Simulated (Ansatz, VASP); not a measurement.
Os: VASP beside Ansatz

The input POSCAR:

```
Os
1.0
    2.7700791260      0.0000000000      0.0000000000
   -1.3850395630      2.3989588936      0.0000000000
    0.0000000000      0.0000000000      4.3765446767
Os
2
Direct
    0.6666666667      0.3333333333      0.7500000000
    0.3333333333      0.6666666667      0.2500000000
```

INCAR.step1

```
SYSTEM = Os
  PREC = Accurate
  ENCUT = 620
  ISMEAR = -1
  SIGMA = 0.05
  LREAL = .False.
  LASPH = .True.
  NELM = 120
  NBANDS = 23
  GGA = PE
  ALGO = Normal
  EDIFF = 1E-5
  LWAVE = .True.
  LCHARG = .False.
  GGA_COMPAT = .False.
```

File INCAR.step2:

```
SYSTEM = Os
  PREC = Accurate
  ENCUT = 620
  EDIFF = 1E-6
  ISMEAR = -1
  SIGMA = 0.05
  LREAL = .False.
  LASPH = .True.
  NELM = 120
  ALGO = Normal
  ISIF = 2
  LWAVE = .False.
  LCHARG = .False.
  METAGGA = R2SCAN
  LMIXTAU = .True.
  IVDW = 12
  VDW_S6 = 1.0
  VDW_S8 = 0.78981345
  VDW_A1 = 0.49484001
  VDW_A2 = 5.73083694
  NBANDS = 23
  ISTART = 1
  GGA_COMPAT = .False.
```

The input KPOINTS:

```
regular mesh
0
Gamma
  11 11 6
  0 0 0
```

input.yaml

```yaml
crystal:
  lattice:
    - [2.770079126, 0.0, 0.0]
    - [-1.385039563, 2.3989588936, 0.0]
    - [0.0, 0.0, 4.3765446767]
  atoms:
    - { symbol: Os, position: [0.6666666667, 0.3333333333, 0.75] }
    - { symbol: Os, position: [0.3333333333, 0.6666666667, 0.25] }
hamiltonian:
  xc: r2scan
  pseudopotentials: { kind: paw }
  dispersion: d3bj
kpoints:
  mp_grid: { grid: [11, 11, 6] }
scf:
  occupations: { method: fermi_dirac, width: 0.05 }
output:
  forces: true
  stress: true
  eigenvalues: true
```

Alike in both runs: task single point; functional r2SCAN; dispersion D3(BJ); k mesh 11 × 11 × 6; occupations fermi-dirac, width 0.05 eV; no spin polarisation.

|  | VASP | Ansatz |
| --- | --- | --- |
| version | VASP 6.6.1 | Ansatz 0.2.0 |
| potentials or method | VASP PAW PBE potentials, release 64 (Os_sv_GW) | Ansatz PAW |
| plane-wave cutoff (eV) | 620 | 500 |
| valence electrons in the cell | 32 | 32 |

|  | VASP | Ansatz | Ansatz less VASP |
| --- | --- | --- | --- |
| gap on the k mesh at the Fermi level (eV) | none | none | - |
| pressure (GPa) | -18.5 | -17.7 | +0.76 |
| traceless stress, the component that is largest in VASP (GPa) | -1.09 | -1.09 | 0.000 |

VASP's potentials were made for PBE, not for r2SCAN. A gap of «none» marks a metal or a gap that the smearing closes.

Spin-orbit coupling is off throughout.
